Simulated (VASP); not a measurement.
Here is a VASP 6.6.1 calculation.

INCAR

```
SYSTEM = BeAg
ALGO = Normal
EDIFF = 1E-6
ENCUT = 520
GGA = PE
ISIF = 2
ISMEAR = 0
LASPH = .True.
LCHARG = .False.
LREAL = .False.
LWAVE = .False.
NBANDS = 14
NELM = 80
PREC = Accurate
SIGMA = 0.1
```

The input KPOINTS:

```
k-points
0
Gamma
  6 6 6
  0 0 0
```

POSCAR

```
BeAg
1.0
    3.0315095746      0.0000000000      0.0000000000
    0.0000000000      3.0315095746      0.0000000000
    0.0000000000      0.0000000000      3.0315095746
Be Ag
1 1
Direct
    0.0000000000      0.0000000000      0.0000000000
    0.5000000000      0.5000000000      0.5000000000
```

Potentials or basis: VASP PAW PBE potentials, release 64 (Be, Ag).

Run with:

```sh
$ cat potpaw_PBE.64/Be/POTCAR potpaw_PBE.64/Ag/POTCAR > POTCAR
$ mpirun -np 1 vasp_std > vasp.out
```

**Question.** What does it give for the pressure?

**Answer.** -8.5 GPa.

**Question.** Estimate the band gap on the k mesh.

**Answer.** Zero (an odd number of electrons rules out a gap without spin polarisation).

Caveat: the cell stands under tension.
